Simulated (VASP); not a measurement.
# C9O in VASP: single point with PBEsol

Aim: the single point of C9O with PBEsol.

All numbers are computed with VASP 6.6.1; they aren't measurements. Logs are shortened: lines on timing, memory, paths and dates and some standing lists are left out, and cuts for length are marked.

**1. The cell of the first run**

The cell holds a slab with vacuum, 10 atoms: a = 2.513 Å, b = 2.513 Å, c = 26.818 Å, α = 90.00°, β = 90.00°, γ = 120.00°.

**2. Single point, PBEsol**

Contents of INCAR:

```
SYSTEM = C9O
PREC = Accurate ; ENCUT = 910
EDIFF = 1E-6 ; ISMEAR = 0
SIGMA = 0.05 ; LREAL = .FALSE.
LASPH = .TRUE. ; NELM = 120
ALGO = Normal ; ISIF = 2
LWAVE = .FALSE. ; LCHARG = .FALSE.
LDIPOL = .TRUE. ; IDIPOL = 3
DIPOL = 0.5 0.5 0.482 ; GGA = PS
NBANDS = 32 ; GGA_COMPAT = .FALSE.
NELMDL = -8
```

Contents of KPOINTS:

```
Automatic mesh
0
G
  12 12 1
  0 0 0
```

Contents of POSCAR:

```
C9O
1.0
    2.5129226041      0.0000000000      0.0000000000
   -1.2564613021      2.1762548129      0.0000000000
    0.0000000000      0.0000000000     26.8183263218
C O
9 1
Direct
    0.3333333334      0.6666666667      0.3169474447
    0.0000000000      0.0000000000      0.3360742229
    0.0000000000      0.0000000000      0.3934545574
    0.6666666666      0.3333333333      0.4125813356
    0.6660108184      0.3320216368      0.4701071739
    0.3325937609      0.6651875219      0.4891900999
    0.3322843027      0.6645686054      0.5466892797
   -0.0011898598     -0.0023797195      0.5668449308
   -0.0020839985     -0.0041679970      0.6216463086
   -0.0024851651     -0.0049703302      0.6655373025
```

Potentials or basis: VASP PAW PBE potentials, release 64 (C_h, O_h).

The run is started by

```bash
cat potpaw_PBE.64/C_h/POTCAR potpaw_PBE.64/O_h/POTCAR > POTCAR
mpirun -np 1 vasp_std > vasp.out
```

OUTCAR:

```text
SYSTEM = C9O
   PREC = Accurate
   ENCUT = 910
   EDIFF = 1E-6
   ISMEAR = 0
   LREAL = .FALSE.
   LASPH = .TRUE.
   NELM = 120
   ISIF = 2
   GGA = PS
   NELMDL = -8

 ion  position               nearest neighbor table
   1  0.333  0.667  0.317-
   2  0.000  0.000  0.336-
   3  0.000  0.000  0.393-
   4  0.667  0.333  0.413-
   5  0.666  0.332  0.470-
   6  0.333  0.665  0.489-
   7  0.332  0.665  0.547-
   8  0.999  0.998  0.567-   9 1.47
   9  0.998  0.996  0.622-  10 1.18   8 1.47
  10  0.998  0.995  0.666-   9 1.18

  LATTYP: Found a hexagonal cell.
 ALAT       =     2.5129226041
 C/A-ratio  =    10.6721656600

  Lattice vectors:

 A1 = (   2.5129226041,   0.0000000000,   0.0000000000)
 A2 = (  -1.2564613021,   2.1762548129,   0.0000000000)
 A3 = (   0.0000000000,   0.0000000000,  26.8183263218)

Analysis of symmetry for initial positions (statically):
=====================================================================
 Subroutine PRICEL returns:
 Original cell was already a primitive cell.

 Routine SETGRP: Setting up the symmetry group for a
 hexagonal supercell.

 Subroutine GETGRP returns: Found  2 space group operations
 (whereof  2 operations were pure point group operations)
 out of a pool of 24 trial point group operations.

The static configuration has the point symmetry C_1h.

Analysis of symmetry for dynamics (positions and initial velocities):
=====================================================================
 Subroutine PRICEL returns:
 Original cell was already a primitive cell.

 Routine SETGRP: Setting up the symmetry group for a
 hexagonal supercell.

 Subroutine GETGRP returns: Found  2 space group operations
 (whereof  2 operations were pure point group operations)
 out of a pool of 24 trial point group operations.

The dynamic configuration has the point symmetry C_1h.

 Subroutine INISYM returns: Found  2 space group operations
 (whereof  2 operations are pure point group operations),
 and found     1 'primitive' translations

----------------------------------------------------------------------------------------

                                     Primitive cell

  volume of cell :     146.6630

  direct lattice vectors                    reciprocal lattice vectors
     2.512922604  0.000000000  0.000000000     0.397943016  0.229752507  0.000000000
    -1.256461302  2.176254813  0.000000000     0.000000000  0.459505015  0.000000000
     0.000000000  0.000000000 26.818326322     0.000000000  0.000000000  0.037287935

  length of vectors
     2.512922604  2.512922604 26.818326322     0.459505015  0.459505015  0.037287935

  position of ions in fractional coordinates (direct lattice)
     0.333333333  0.666666667  0.316947445
     0.000000000  0.000000000  0.336074223
     0.000000000  0.000000000  0.393454557
     0.666666667  0.333333333  0.412581336
     0.666010818  0.332021637  0.470107174
     0.332593761  0.665187522  0.489190100
     0.332284303  0.664568605  0.546689280
     0.998810140  0.997620281  0.566844931
     0.997916002  0.995832003  0.621646309
     0.997514835  0.995029670  0.665537302

  ion indices of the primitive-cell ions
   primitive index   ion index
                 1           1
                 2           2
                 3           3
                 4           4
                 5           5
                 6           6
                 7           7
                 8           8
                 9           9
                10          10

----------------------------------------------------------------------------------------

 KPOINTS: Automatic mesh

Automatic generation of k-mesh.
 Grid dimensions read from file:
 generate k-points for:   12   12    1

 Generating k-lattice:

  Cartesian coordinates                     Fractional coordinates (reciprocal lattice)
     0.033161918  0.019146042  0.000000000     0.083333333  0.000000000  0.000000000
     0.000000000  0.038292085  0.000000000     0.000000000  0.083333333  0.000000000
     0.000000000  0.000000000  0.037287935     0.000000000  0.000000000  1.000000000

  Length of vectors
     0.038292085  0.038292085  0.037287935

  Shift w.r.t. Gamma in fractional coordinates (k-lattice)
     0.000000000  0.000000000  0.000000000

 Subroutine IBZKPT returns following result:
 ===========================================

 Found     43 irreducible k-points:

 Following reciprocal coordinates:
            Coordinates               Weight
  0.000000  0.000000  0.000000      1.000000
  0.083333 -0.000000  0.000000      4.000000
  0.000000  0.083333  0.000000      2.000000
  0.166667 -0.000000  0.000000      4.000000
  0.000000  0.166667  0.000000      2.000000
  0.250000  0.000000  0.000000      4.000000
[... 16 lines left out ...]
 -0.083333  0.416667  0.000000      4.000000
 -0.416667  0.333333  0.000000      4.000000
 [... further k-points ...]
   k-points           NKPTS =     43   k-points in BZ     NKDIM =     43   number of bands    NBANDS=     32
   number of dos      NEDOS =    301   number of ions     NIONS =     10
   total plane-waves  NPLWV = 211680
   dimension x,y,z NGX =    28 NGY =   28 NGZ =  270
   dimension x,y,z NGXF=    56 NGYF=   56 NGZF=  540
   ions per type =               9   1
   NGX,Y,Z   is equivalent  to a cutoff of  18.52, 18.52, 16.74 a.u.
   NGXF,Y,Z  is equivalent  to a cutoff of  37.05, 37.05, 33.47 a.u.
 SYSTEM =  C9O
   PREC   = accura    normal or accurate (medium, high low for compatibility)
   ISTART =      0    job   : 0-new  1-cont  2-samecut
   ICHARG =      2    charge: 1-file 2-atom 10-const
   ISPIN  =      1    spin polarized calculation?
   LNONCOLLINEAR =      F non collinear calculations
   LSORBIT =      F    spin-orbit coupling
   LASPH  =      T    aspherical Exc in radial PAW
   ENCUT  =  910.0 eV  66.88 Ry    8.18 a.u.   6.18  6.18 65.96*2*pi/ulx,y,z
   NELM   =    120;   NELMIN=  2; NELMDL= -8     # of ELM steps
   EDIFF  = 0.1E-05   stopping-criterion for ELM
   LREAL  =      F    real-space projection
   EDIFFG = 0.1E-04   stopping-criterion for IOM
   NSW    =      0    number of steps for IOM
   IBRION =     -1    ionic relax: 0-MD 1-quasi-New 2-CG
   NFREE  =      0    steps in history (QN), initial steepest desc. (CG)
   ISIF   =      2    stress and relaxation
   ISYM   =      2    0-nonsym 1-usesym 2-fastsym
   POTIM  = 0.5000    time-step for ionic-motion
   TEBEG  =    0.0;   TEEND  =   0.0 temperature during run
   PSTRESS=    0.0 pullay stress
   NELECT =      42.0000    total number of electrons
   NUPDOWN=      -1.0000    fix difference up-down
   EMIN   =  10.00;   EMAX   =-10.00  energy-range for DOS
   EFERMI =   0.00;   METHOD = LEGACY
   ISMEAR =     0;   SIGMA  =   0.05  broadening in eV -4-tet -1-fermi 0-gaus
   EFERMI_NEDOS =   21; number of points for ismear=-14 and -15
   IALGO  =     38    algorithm
   IMIX   =      4    mixing-type and parameters
     AMIX     =   0.40;   BMIX     =  1.00
     AMIX_MAG =   1.60;   BMIX_MAG =  1.00
  volume/ion in A,a.u.               =      14.67        98.97
  Fermi-wavevector in a.u.,A,eV,Ry     =   1.079074  2.039154 15.842623  1.164400
  Thomas-Fermi vector in A             =   2.215029
   LORBIT       =      0    0 simple, 1 ext, 2 COOP (PROOUT), +10 PAW based schemes
   GGA     = PS    functional components
   LHFCALC =     F    Hartree Fock is set to
   AEXX    =    0.0000 exact exchange contribution
   IVDW    =     0    specifies the selected vdW correction
   LEPSILON=     F    determine dielectric tensor
   LRPA    =     F    only Hartree local field effects (RPA)
 non-spin polarized calculation
 Gauss-broadening in eV      SIGMA  =   0.05
  energy-cutoff  :      910.00
  volume of cell :      146.66
 maximum number of plane-waves:      9168
 NGX is ok and might be reduce to    28
   NGX = 13   NGY = 13   NGZ =131

 dipolmoment           0.000000      0.000000     -0.809650 electrons x Angstroem

 number of electron      41.9999999 magnetization

 dipolmoment           0.000000      0.000000      0.028812 electrons x Angstroem

 Free energy of the ion-electron system (eV)
  ---------------------------------------------------
  ext. energy  EPLUGINS =         0.00000000
  ---------------------------------------------------
  free energy    TOTEN  =       -88.45142260 eV

  energy without entropy =      -88.43683914  energy(sigma->0) =      -88.44413087

 E-fermi :   0.7498     XC(G=0):  -5.9658

 val. band max:        0.7469006810   @ k =   0.3333   0.3333   0.0000
 cond. band min:       0.7551296002   @ k =   0.2500   0.2500   0.0000
 fundamental gap:      0.0082289192
 Fermi energy:         0.7497626231

 k-point     1 :       0.0000    0.0000    0.0000
  band No.  band energies     occupation
      1     -23.6134      2.00000
      2     -22.0451      2.00000
      3     -20.8335      2.00000
      4     -19.2023      2.00000
      5     -16.9821      2.00000
      6     -13.9948      2.00000
[... 24 lines left out ...]
     31       7.4114      0.00000
     32       7.4364      0.00000

 k-point     2 :       0.0833   -0.0000    0.0000
  band No.  band energies     occupation
      1     -23.5271      2.00000
      2     -21.8758      2.00000
      3     -20.6661      2.00000
      4     -19.0383      2.00000
      5     -16.8222      2.00000
      6     -13.8517      2.00000
[... 24 lines left out ...]
     31       7.6227      0.00000
     32       7.7835      0.00000
[... 733 lines left out ...]
     31       9.4531      0.00000
     32       9.9860      0.00000

 k-point    24 :      -0.4167    0.3333    0.0000
  band No.  band energies     occupation
      1     -22.3610      2.00000
      2     -18.5543      2.00000
      3     -17.4124      2.00000
      4     -15.9090      2.00000
      5     -13.9077      2.00000
      6     -12.4025      2.00000
[... 24 lines left out ...]
     31       9.4398      0.00000
     32       9.9828      0.00000

 [... further k-points ...]

------------------------ aborting loop because EDIFF is reached ----------------------------------------

 vacuum level on the upper side and lower side of the slab       (xc-potential included)         0.297        -0.653

  FORCE on cell =-STRESS in cart. coord.  units (eV):
  Direction    XX          YY          ZZ          XY          YZ          ZX
  --------------------------------------------------------------------------------------
  -------------------------------------------------------------------------------------
  Total        0.9454889      0.9199900     -1.3890663     -0.0000000      0.1169998     -0.0000000
  in kB       10.3287196     10.0501637    -15.1744521     -0.0000000      1.2781308     -0.0000000
  external PRESSURE =       1.7348104 kB  Pullay stress =       0.0000000 kB

 VOLUME and BASIS-vectors are now :
 -----------------------------------------------------------------------------
  energy-cutoff  :      910.00
  volume of cell :      146.66
      direct lattice vectors                 reciprocal lattice vectors
     2.512922604  0.000000000  0.000000000     0.397943016  0.229752507  0.000000000
    -1.256461302  2.176254813  0.000000000     0.000000000  0.459505015  0.000000000
     0.000000000  0.000000000 26.818326322     0.000000000  0.000000000  0.037287935

 POSITION                                       TOTAL-FORCE (eV/Angst)
 -----------------------------------------------------------------------------------
      0.00000      1.45084      8.50000         0.000000     -0.001025      4.064058
      0.00000      0.00000      9.01295         0.000000     -0.000308     -4.575609
      0.00000      0.00000     10.55179         0.000000     -0.000456      0.744927
      1.25646      0.72542     11.06474         0.000000     -0.020817     -0.247621
      1.25646      0.72256     12.60749        -0.000000      0.008171     -0.003767
     -0.00000      1.44762     13.11926        -0.000000      0.000318      0.004317
     -0.00000      1.44627     14.66129         0.000000     -0.006732     -0.009113
      1.25646      2.17108     15.20183        -0.000000      0.004767      0.020736
      1.25646      2.16718     16.67151        -0.000000      0.006575     -0.127928
      1.25646      2.16544     17.84860        -0.000000      0.009507      0.130000
 -----------------------------------------------------------------------------------
    total drift:                               -0.000000     -0.000691     -0.000325

  FREE ENERGIE OF THE ION-ELECTRON SYSTEM (eV)
  ---------------------------------------------------
  free  energy   TOTEN  =       -88.4514226007 eV

  energy  without entropy=      -88.4368391370  energy(sigma->0) =      -88.44413087

 vacuum level on the upper side and lower side of the slab         7.247         6.286
```

Wall time 12 min (1 thread of Intel Xeon 6975P-C (Granite Rapids), shared host); peak memory 0.72 GiB.

Results:

- Free energy: -88.4514 eV
- Largest force: 4.576 eV/Å
- Band gap on the k mesh: zero (bands 21 and 22 overlap by 0.21 eV)

Forces in eV/Å, atoms in the order of the input:
```
C    0.000 -0.001  4.064
C    0.000  0.000 -4.576
C    0.000  0.000  0.745
C    0.000 -0.021 -0.248
C    0.000  0.008 -0.004
C    0.000  0.000  0.004
C    0.000 -0.007 -0.009
C    0.000  0.005  0.021
C    0.000  0.007 -0.128
O    0.000  0.010  0.130
```

Levels at points of the mesh, in eV from the Fermi level:
| k point | band 19 | band 20 | band 21 | band 22 | band 23 | band 24 |
| --- | --- | --- | --- | --- | --- | --- |
| (0.00, 0.00, 0.00) | -0.81 | -0.81 | -0.05 | 3.34 | 3.70 | 3.72 |
| (0.50, 0.00, 0.00) | -4.49 | -3.81 | -0.93 | -0.10 | 3.42 | 3.56 |
| (0.00, 0.50, 0.00) | -4.49 | -3.81 | -0.93 | -0.10 | 3.42 | 3.56 |

Caveat: the PAW data sets were made with another functional, which shifts forces and pressure a little.
